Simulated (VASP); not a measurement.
A run of VASP 6.6.1 is set up as follows.

INCAR

```
ALGO = Normal
EDIFF = 1E-6
ENCUT = 600
GGA = PE
GGA_COMPAT = F
ISIF = 2
ISMEAR = 0
LASPH = T
LCHARG = F
LREAL = F
LWAVE = F
NBANDS = 16
NELM = 120
PREC = Accurate
SIGMA = 0.01
```

KPOINTS

```
k-points
0
Gamma
  8 8 1
```

POSCAR

```
MgO
1.0
    2.9230552965      0.0000000000      0.0000000000
   -1.4615276482      2.5314401434      0.0000000000
    0.0000000000      0.0000000000      5.0921016473
Mg O
2 2
Direct
    0.0000000000      0.0000000000      0.0000000000
    0.0000000000      0.0000000000      0.5000000000
    0.3333333333      0.6666666667      0.2500000000
    0.6666666667      0.3333333333      0.7500000000
```

Potentials or basis: VASP PAW PBE potentials, release 64 (Mg, O).

Run with:

```bash
$ cat potpaw_PBE.64/Mg/POTCAR potpaw_PBE.64/O/POTCAR > POTCAR
$ mpirun -np 1 vasp_std > vasp.out
```

Question: Estimate the pressure.

Answer: 3.8 GPa.

Question: Predict the band gap on the k mesh.

Answer: 4.48 eV, direct.

Stress tensor (GPa, compression positive):
```
4.51 0.00 0.00
0.00 4.51 0.00
0.00 0.00 2.44
```

Caveat: the k points lie up to 1.23 Å⁻¹ apart.
